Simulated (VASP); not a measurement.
Here is a VASP 6.6.1 calculation.

Contents of POSCAR:

```
MgS
1.0
    0.0000000000      2.3935180000      2.7057160000
    2.3935180000      0.0000000000      2.7057160000
    2.3935180000      2.3935180000      0.0000000000
Mg S
1 1
Direct
    0.0000000000      0.0000000000      0.0000000000
    0.5000000000      0.5000000000      0.5000000000
```

The input INCAR.step1:

```
SYSTEM = MgS
PREC     = Accurate       ! precision mode
ENCUT    = 520            ! plane-wave cutoff, eV
ISMEAR   = 0              ! smearing method
SIGMA    = 0.05           ! smearing width, eV
LREAL    = .FALSE.        ! projectors in reciprocal space
LASPH    = .TRUE.         ! aspherical terms in the spheres
NELM     = 100            ! most SCF steps
NBANDS   = 11             ! bands
GGA      = PE             ! functional
ALGO     = Normal         ! electronic algorithm
EDIFF    = 1E-4           ! SCF threshold, eV
LWAVE    = .TRUE.         ! write WAVECAR
LCHARG   = .FALSE.        ! write CHGCAR
```

INCAR.step2

```
SYSTEM = MgS
PREC     = Accurate       ! precision mode
ENCUT    = 520            ! plane-wave cutoff, eV
EDIFF    = 1E-6           ! SCF threshold, eV
ISMEAR   = 0              ! smearing method
SIGMA    = 0.05           ! smearing width, eV
LREAL    = .FALSE.        ! projectors in reciprocal space
LASPH    = .TRUE.         ! aspherical terms in the spheres
NELM     = 100            ! most SCF steps
ALGO     = Normal         ! electronic algorithm
ISIF     = 2              ! what is computed and relaxed
LWAVE    = .FALSE.        ! write WAVECAR
LCHARG   = .FALSE.        ! write CHGCAR
METAGGA  = R2SCAN         ! meta-GGA
LMIXTAU  = .TRUE.       
NBANDS   = 11             ! bands
ISTART   = 1
```

Contents of KPOINTS:

```
regular mesh
0
G
  8 8 8
  0 0 0
```

Potentials or basis: VASP PAW PBE potentials, release 64 (Mg, S).

Run with:

```console
$ cat potpaw_PBE.64/Mg/POTCAR potpaw_PBE.64/S/POTCAR > POTCAR
$ cp INCAR.step1 INCAR
$ mpirun -np 1 vasp_std > vasp.out
$ cp INCAR.step2 INCAR
$ mpirun -np 1 vasp_std > vasp.out
```

Question: Predict the pressure.

Answer: 16.0 GPa.

Question: Estimate the band gap on the k mesh.

Answer: 3.37 eV, indirect (least direct gap 5.22 eV).

Stress tensor (GPa, compression positive):
```
23.30  0.00  0.00
 0.00 23.30  0.00
 0.00  0.00  1.28
```

Caveat: the cell differs from its parent crystal (strain -0.080 along x and y, +0.040 along z); the PAW data sets were made with another functional, which shifts forces and pressure a little. A k mesh can miss the band edges.
